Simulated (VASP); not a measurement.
Write the native input for VASP 6.6.1 that does the following.

- Task: single point
- Functional: PBEsol
- Dispersion: D3(BJ)
- Potentials or basis: VASP PAW PBE potentials, release 64 (Sn_d, O)
- Cutoff: 600 eV
- k mesh: 12 × 12 × 10
- Occupations: gaussian, width 0.15 eV
- Spin: no spin polarisation
- Dipole correction: no
- Further INCAR settings: ALGO = Normal; EDIFF = 1e-06; NBANDS = 28

The structure of SnO lies in POSCAR:

```
SnO
1.0
    3.7703910616      0.0000000000      0.0000000000
    0.0000000000      3.7703910616      0.1178247207
    0.0000000000      0.1426053215      4.5633702865
Sn O
2 2
Direct
    0.0000000000      0.5000000000      0.2532585894
    0.5000000000      0.0000000000      0.7467414106
    0.0000000000      0.0000000000      0.0000000000
    0.5000000000      0.5000000000      0.0000000000
```

This cell differs from its parent crystal: strain +0.0625 x Voigt [0, 0, 0, 1, 0, 0].

These files were run (other wordings do the same):

INCAR

```
  PREC = Accurate
  ENCUT = 600
  EDIFF = 1E-6
  ISMEAR = 0
  SIGMA = 0.15
  LREAL = F
  LASPH = T
  NELM = 120
  ALGO = Normal
  ISIF = 2
  LWAVE = F
  LCHARG = T
  GGA = PS
  IVDW = 12
  LELF = T
  LVHAR = T
  NBANDS = 28
  GGA_COMPAT = F
```

KPOINTS

```
Automatic mesh
0
Gamma
  12 12 10
```

Potentials or basis: VASP PAW PBE potentials, release 64 (Sn_d, O).

Command:

```console
$ cat potpaw_PBE.64/Sn_d/POTCAR potpaw_PBE.64/O/POTCAR > POTCAR
$ mpirun -np 1 vasp_std > vasp.out
```

Results of the run:

- Pressure: 0.7 GPa
- Largest force: 0.409 eV/Å
- Band gap on the k mesh: zero (bands 20 and 21 overlap by 0.44 eV)
- Dispersion energy per atom: -0.234 eV

Caveat: the cell differs from its parent crystal (strain +0.0625 x Voigt [0, 0, 0, 1, 0, 0]); semilocal functionals underestimate gaps, so a narrow gap can read as zero; the PAW data sets were made with another functional, which shifts forces and pressure a little; spin-orbit coupling is left out, which moves the levels of the heavy elements.

Wall time 5.4 min on 1 thread of Intel(R) Xeon(R) 6975P-C (Granite Rapids), on a shared host, peak memory 0.79 GiB.
